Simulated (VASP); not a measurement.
# Co (P6/mmm) in VASP: a series of runs

Co is run at these levels: LDA; tasks: single point.

All numbers are computed with VASP 6.6.1; they aren't measurements. Logs are shortened: lines on timing, memory, paths and dates and some standing lists are left out, and cuts for length are marked.

## (1) The cell of the first run

It takes space group P6/mmm (No. 191, hexagonal). The conventional cell has a = 4.004 Å, b = 4.004 Å, c = 2.468 Å, α = 90.00°, β = 90.00°, γ = 120.00°. Co (site symmetry 6/mmm) has 14 Co at 2.47 to 2.62 Å within 3.3 Å. Within 3.1 Å of Co (site symmetry -6m2) lie 11 Co at 2.31 to 2.62 Å.

## (2) Single point, LDA, collinear spin, ferromagnetic start (volume scaled by 1.12)

File INCAR:

```
SYSTEM = Co
PREC = Accurate
ENCUT = 520
EDIFF = 1E-6
ISMEAR = -1
SIGMA = 0.05
LREAL = .False.
LASPH = .True.
NELM = 150
ALGO = Normal
ISIF = 2
LWAVE = .False.
LCHARG = .False.
ISPIN = 2
MAGMOM = 1.577 1.603 1.603
LORBIT = 11
LMAXMIX = 4
NBANDS = 24
```

File KPOINTS:

```
Automatic mesh
0
Gamma
  11 11 15
  0 0 0
```

File POSCAR:

```
Co
1.0
    4.0040392352      0.0000000000      0.0000000000
   -2.0020196176      3.4675996954      0.0000000000
    0.0000000000      0.0000000000      2.4682080514
Co
3
Direct
    0.0000000000      0.0000000000      0.0000000000
    0.3333333333      0.6666666667      0.5000000000
    0.6666666667      0.3333333333      0.5000000000
```

Potentials or basis: VASP PAW LDA potentials, release 64 (Co).

Started as:

```bash
$ cat potpaw_LDA.64/Co/POTCAR > POTCAR
$ mpirun -np 1 vasp_std > vasp.out
```

OUTCAR:

```text
SYSTEM = Co
   PREC = Accurate
   ENCUT = 520
   EDIFF = 1E-6
   ISMEAR = -1
   LREAL = .False.
   LASPH = .True.
   NELM = 150
   ISIF = 2
   ISPIN = 2
   LORBIT = 11

 ion  position               nearest neighbor table
   1  0.000  0.000  0.000-   2 2.62   3 2.62   2 2.62   3 2.62   2 2.62   2 2.62   3 2.62   3 2.62
                             3 2.62   3 2.62   2 2.62   2 2.62
   2  0.333  0.667  0.500-   3 2.31   3 2.31   3 2.31   1 2.62   1 2.62   1 2.62   1 2.62   1 2.62
                             1 2.62
   3  0.667  0.333  0.500-   2 2.31   2 2.31   2 2.31   1 2.62   1 2.62   1 2.62   1 2.62   1 2.62
                             1 2.62

  LATTYP: Found a hexagonal cell.
 ALAT       =     4.0040392352
 C/A-ratio  =     0.6164295369

  Lattice vectors:

 A1 = (   4.0040392352,   0.0000000000,   0.0000000000)
 A2 = (  -2.0020196176,   3.4675996954,   0.0000000000)
 A3 = (   0.0000000000,   0.0000000000,   2.4682080514)

Analysis of symmetry for initial positions (statically):
=====================================================================
 Subroutine PRICEL returns:
 Original cell was already a primitive cell.

 Routine SETGRP: Setting up the symmetry group for a
 hexagonal supercell.

 Subroutine GETGRP returns: Found 24 space group operations
 (whereof 24 operations were pure point group operations)
 out of a pool of 24 trial point group operations.

The static configuration has the point symmetry D_6h.

Analysis of symmetry for dynamics (positions and initial velocities):
=====================================================================
 Subroutine PRICEL returns:
 Original cell was already a primitive cell.

 Routine SETGRP: Setting up the symmetry group for a
 hexagonal supercell.

 Subroutine GETGRP returns: Found 24 space group operations
 (whereof 24 operations were pure point group operations)
 out of a pool of 24 trial point group operations.

The dynamic configuration has the point symmetry D_6h.

Analysis of structural, dynamic, and magnetic symmetry:
=====================================================================
 Subroutine PRICEL returns:
 Original cell was already a primitive cell.

 Routine SETGRP: Setting up the symmetry group for a
 hexagonal supercell.

 Subroutine GETGRP returns: Found 24 space group operations
 (whereof 24 operations were pure point group operations)
 out of a pool of 24 trial point group operations.

The overall configuration has the point symmetry D_6h.

 Subroutine INISYM returns: Found 24 space group operations
 (whereof 24 operations are pure point group operations),
 and found     1 'primitive' translations

----------------------------------------------------------------------------------------

                                     Primitive cell

  volume of cell :      34.2696

  direct lattice vectors                    reciprocal lattice vectors
     4.004039235  0.000000000  0.000000000     0.249747802  0.144191961  0.000000000
    -2.002019618  3.467599695  0.000000000     0.000000000  0.288383922  0.000000000
     0.000000000  0.000000000  2.468208051     0.000000000  0.000000000  0.405152232

  length of vectors
     4.004039235  4.004039235  2.468208051     0.288383922  0.288383922  0.405152232

  position of ions in fractional coordinates (direct lattice)
     0.000000000  0.000000000  0.000000000
     0.333333333  0.666666667  0.500000000
     0.666666667  0.333333333  0.500000000

  ion indices of the primitive-cell ions
   primitive index   ion index
                 1           1
                 2           2
                 3           3

----------------------------------------------------------------------------------------

 KPOINTS: Automatic mesh

Automatic generation of k-mesh.
 Grid dimensions read from file:
 generate k-points for:   11   11   15

 Generating k-lattice:

  Cartesian coordinates                     Fractional coordinates (reciprocal lattice)
     0.022704346  0.013108360  0.000000000     0.090909091  0.000000000  0.000000000
     0.000000000  0.026216720  0.000000000     0.000000000  0.090909091  0.000000000
     0.000000000  0.000000000  0.027010149     0.000000000  0.000000000  0.066666667

  Length of vectors
     0.026216720  0.026216720  0.027010149

  Shift w.r.t. Gamma in fractional coordinates (k-lattice)
     0.000000000  0.000000000  0.000000000

 Subroutine IBZKPT returns following result:
 ===========================================

 Found    128 irreducible k-points:

 Following reciprocal coordinates:
            Coordinates               Weight
  0.000000  0.000000  0.000000      1.000000
  0.090909  0.000000  0.000000      6.000000
  0.181818  0.000000  0.000000      6.000000
  0.272727  0.000000  0.000000      6.000000
  0.363636  0.000000  0.000000      6.000000
  0.454545  0.000000  0.000000      6.000000
[... 16 lines left out ...]
  0.090909  0.090909  0.066667     12.000000
  0.181818  0.090909  0.066667     24.000000
 [... further k-points ...]
   k-points           NKPTS =    128   k-points in BZ     NKDIM =    128   number of bands    NBANDS=     24
   number of dos      NEDOS =    301   number of ions     NIONS =      3
   total plane-waves  NPLWV =  16200
   dimension x,y,z NGX =    30 NGY =   30 NGZ =   18
   dimension x,y,z NGXF=    60 NGYF=   60 NGZF=   36
   ions per type =               3
   NGX,Y,Z   is equivalent  to a cutoff of  12.46, 12.46, 12.12 a.u.
   NGXF,Y,Z  is equivalent  to a cutoff of  24.91, 24.91, 24.25 a.u.
 SYSTEM =  Co
   PREC   = accura    normal or accurate (medium, high low for compatibility)
   ISTART =      0    job   : 0-new  1-cont  2-samecut
   ICHARG =      2    charge: 1-file 2-atom 10-const
   ISPIN  =      2    spin polarized calculation?
   LNONCOLLINEAR =      F non collinear calculations
   LSORBIT =      F    spin-orbit coupling
   LASPH  =      T    aspherical Exc in radial PAW
   ENCUT  =  520.0 eV  38.22 Ry    6.18 a.u.   7.44  7.44  4.59*2*pi/ulx,y,z
   NELM   =    150;   NELMIN=  2; NELMDL= -5     # of ELM steps
   EDIFF  = 0.1E-05   stopping-criterion for ELM
   LREAL  =      F    real-space projection
   EDIFFG = 0.1E-04   stopping-criterion for IOM
   NSW    =      0    number of steps for IOM
   IBRION =     -1    ionic relax: 0-MD 1-quasi-New 2-CG
   NFREE  =      0    steps in history (QN), initial steepest desc. (CG)
   ISIF   =      2    stress and relaxation
   ISYM   =      2    0-nonsym 1-usesym 2-fastsym
   POTIM  = 0.5000    time-step for ionic-motion
   TEBEG  =    0.0;   TEEND  =   0.0 temperature during run
   PSTRESS=    0.0 pullay stress
   NELECT =      27.0000    total number of electrons
   NUPDOWN=      -1.0000    fix difference up-down
   EMIN   =  10.00;   EMAX   =-10.00  energy-range for DOS
   EFERMI =   0.00;   METHOD = LEGACY
   ISMEAR =    -1;   SIGMA  =   0.05  broadening in eV -4-tet -1-fermi 0-gaus
   EFERMI_NEDOS =   21; number of points for ismear=-14 and -15
   IALGO  =     38    algorithm
   IMIX   =      4    mixing-type and parameters
     AMIX     =   0.40;   BMIX     =  1.00
     AMIX_MAG =   1.60;   BMIX_MAG =  1.00
  volume/ion in A,a.u.               =      11.42        77.09
  Fermi-wavevector in a.u.,A,eV,Ry     =   1.512028  2.857318 31.106016  2.286228
  Thomas-Fermi vector in A             =   2.622006
   LORBIT       =     11    0 simple, 1 ext, 2 COOP (PROOUT), +10 PAW based schemes
   GGA     = CA    functional components
   LHFCALC =     F    Hartree Fock is set to
   AEXX    =    0.0000 exact exchange contribution
   IVDW    =     0    specifies the selected vdW correction
   LEPSILON=     F    determine dielectric tensor
   LRPA    =     F    only Hartree local field effects (RPA)
 spin polarized calculation
  energy-cutoff  :      520.00
  volume of cell :       34.27
 maximum number of plane-waves:       945
 NGX is ok and might be reduce to    30
   NGX = 15   NGY = 15   NGZ =  9

 number of electron      27.0000021 magnetization       4.8739504

 Free energy of the ion-electron system (eV)
  ---------------------------------------------------
  ext. energy  EPLUGINS =         0.00000000
  ---------------------------------------------------
  free energy    TOTEN  =       -23.76625053 eV

  energy without entropy =      -23.74650402  energy(sigma->0) =      -23.75637728

 E-fermi :   9.2687     XC(G=0): -13.4290

 val. band max:        9.2654348763   @ k =   0.3636   0.0000   0.3333
 cond. band min:       9.2765269150   @ k =   0.3636   0.0000   0.4000
 fundamental gap:      0.0110920387
 Fermi energy:         9.2687468007

 spin component 1

 k-point     1 :       0.0000    0.0000    0.0000
  band No.  band energies     occupation
      1       0.5885      1.00000
      2       4.8576      1.00000
      3       6.0357      1.00000
      4       6.0357      1.00000
      5       6.0915      1.00000
      6       6.0915      1.00000
[... 16 lines left out ...]
     23      24.7605      0.00000
     24      31.2184      0.00000
[... 598 lines left out ...]
      2       4.8908      1.00000
      3       5.2627      1.00000
      4       5.4914      1.00000
      5       6.0411      1.00000
      6       6.4030      1.00000
[... 16 lines left out ...]
     23      24.6662      0.00000
     24      30.0568      0.00000

 [... further k-points ...]

 spin component 2

 k-point     1 :       0.0000    0.0000    0.0000
  band No.  band energies     occupation
      1       0.7753      1.00000
      2       5.9906      1.00000
      3       7.1384      1.00000
      4       7.1384      1.00000
      5       7.1762      1.00000
      6       7.1762      1.00000
[... 16 lines left out ...]
     23      25.0439      0.00000
     24      31.7322      0.00000
[... 598 lines left out ...]
      2       5.8660      1.00000
      3       6.2267      1.00000
      4       6.6911      1.00000
      5       7.1712      1.00000
      6       7.5946      1.00000
[... 16 lines left out ...]
     23      25.0440      0.00000
     24      30.3210      0.00000

 [... further k-points ...]

------------------------ aborting loop because EDIFF is reached ----------------------------------------

  FORCE on cell =-STRESS in cart. coord.  units (eV):
  Direction    XX          YY          ZZ          XY          YZ          ZX
  --------------------------------------------------------------------------------------
  -------------------------------------------------------------------------------------
  Total       -5.1109451     -5.1109451     -4.7712469      0.0000000     -0.0000000      0.0000000
  in kB     -238.9476449   -238.9476448   -223.0660257      0.0000000     -0.0000000      0.0000000
  external PRESSURE =    -233.6537718 kB  Pullay stress =       0.0000000 kB

 VOLUME and BASIS-vectors are now :
 -----------------------------------------------------------------------------
  energy-cutoff  :      520.00
  volume of cell :       34.27
      direct lattice vectors                 reciprocal lattice vectors
     4.004039235  0.000000000  0.000000000     0.249747802  0.144191961  0.000000000
    -2.002019618  3.467599695  0.000000000     0.000000000  0.288383922  0.000000000
     0.000000000  0.000000000  2.468208051     0.000000000  0.000000000  0.405152232

 POSITION                                       TOTAL-FORCE (eV/Angst)
 -----------------------------------------------------------------------------------
      0.00000      0.00000      0.00000         0.000000     -0.000000      0.000000
     -0.00000      2.31173      1.23410        -0.000000      0.000000      0.000000
      2.00202      1.15587      1.23410         0.000000     -0.000000     -0.000000
 -----------------------------------------------------------------------------------
    total drift:                               -0.000000      0.000000      0.000000

  FREE ENERGIE OF THE ION-ELECTRON SYSTEM (eV)
  ---------------------------------------------------
  free  energy   TOTEN  =       -23.7662505292 eV

  energy  without entropy=      -23.7465040240  energy(sigma->0) =      -23.75637728

 total charge

# of ion       s       p       d       tot
------------------------------------------
    1        0.450   0.457   7.238   8.145
    2        0.484   0.485   7.269   8.239
    3        0.484   0.485   7.269   8.239
--------------------------------------------------
tot          1.418   1.428  21.776  24.623

 magnetization (x)

# of ion       s       p       d       tot
------------------------------------------
    1       -0.007  -0.037   1.652   1.608
    2       -0.009  -0.032   1.685   1.644
    3       -0.009  -0.032   1.685   1.644
--------------------------------------------------
tot         -0.025  -0.102   5.023   4.896
```

It used 170 s of CPU time on 1 thread of Intel Xeon 6975P-C, with other jobs on the host.

Results:

```yaml
Free_energy: -23.7663 eV
Pressure: -23.4 GPa
Net_moment: 4.87 μB per cell
Site_moments: Co +1.61, +1.64 μB
Valence_electrons_inside_the_program's_atomic_spheres: Co 8.14, 8.24
```

Stress tensor (GPa, compression positive):
```
-23.89   0.00   0.00
  0.00 -23.89   0.00
  0.00   0.00 -22.31
```

(Continued in part 2 of 2.)
